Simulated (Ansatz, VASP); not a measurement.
## One calculation of Sn2Ge, two programs

```xyz
6
Lattice="4.4993 0.0000 0.0000 -2.2497 3.8965 0.0000 0.0000 0.0000 11.0631" Properties=species:S:1:pos:R:3 pbc="T T T"
Sn    0.0000    0.0000    4.0856
Sn    0.0000    2.5977    0.5419
Sn    2.2497    1.2988   10.5212
Sn    0.0000    0.0000    6.9776
Ge    2.2497    1.2988    7.8344
Ge    0.0000    2.5977    3.2288
```

Alike in both runs: functional PBE; k mesh 12 × 12 × 4; occupations gaussian, width 0.1 eV; no spin polarisation.

Ansatz relaxed the structure, and its values are those at the end. VASP's run is a single point on that final structure, the one shown.

|  | VASP | Ansatz |
| --- | --- | --- |
| version | VASP 6.6.1 | Ansatz 0.2.0 |
| potentials or method | VASP PAW PBE potentials, release 64 (Sn_d, Ge_d), cutoff 520 eV | scalar-relativistic, plane waves, PAW |
| valence electrons in the cell | 84 | 84 |

|  | VASP | Ansatz | Ansatz less VASP |
| --- | --- | --- | --- |
| gap on the k mesh at the Fermi level (eV) | none | none | - |
| pressure (GPa) | 0.0 | 0.0 | +0.04 |

A gap of «none» marks a metal or a gap that the smearing closes.
